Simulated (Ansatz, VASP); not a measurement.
**Be: VASP beside Ansatz**

```
Be
1.0
     2.34160    0.00000    0.00000
    -1.17080    2.02789    0.00000
     0.00000    0.00000    7.45441
Be
4
Direct
  0.00000 0.00000 0.00000
  0.00000 0.00000 0.50000
  0.33333 0.66667 0.25000
  0.66667 0.33333 0.75000
```

Alike in both runs: task single point; functional PBE; k mesh 18 × 18 × 5; occupations fermi-dirac, width 0.1 eV; no spin polarisation.

|  | VASP | Ansatz |
| --- | --- | --- |
| version | VASP 6.6.1 | Ansatz 0.2.0 |
| potentials or method | VASP PAW PBE potentials, release 64 (Be), cutoff 520 eV | plane waves (420 eV) with PAW, scalar-relativistic |
| valence electrons in the cell | 8 | 8 |

|  | VASP | Ansatz | Ansatz less VASP |
| --- | --- | --- | --- |
| pressure (GPa) | -11.4 | -11.5 | -0.09 |
| traceless stress, the component that is largest in VASP (GPa) | -0.36 | -0.37 | -0.010 |

With one functional, cell and mesh, what is left measures potentials, basis and numerics.
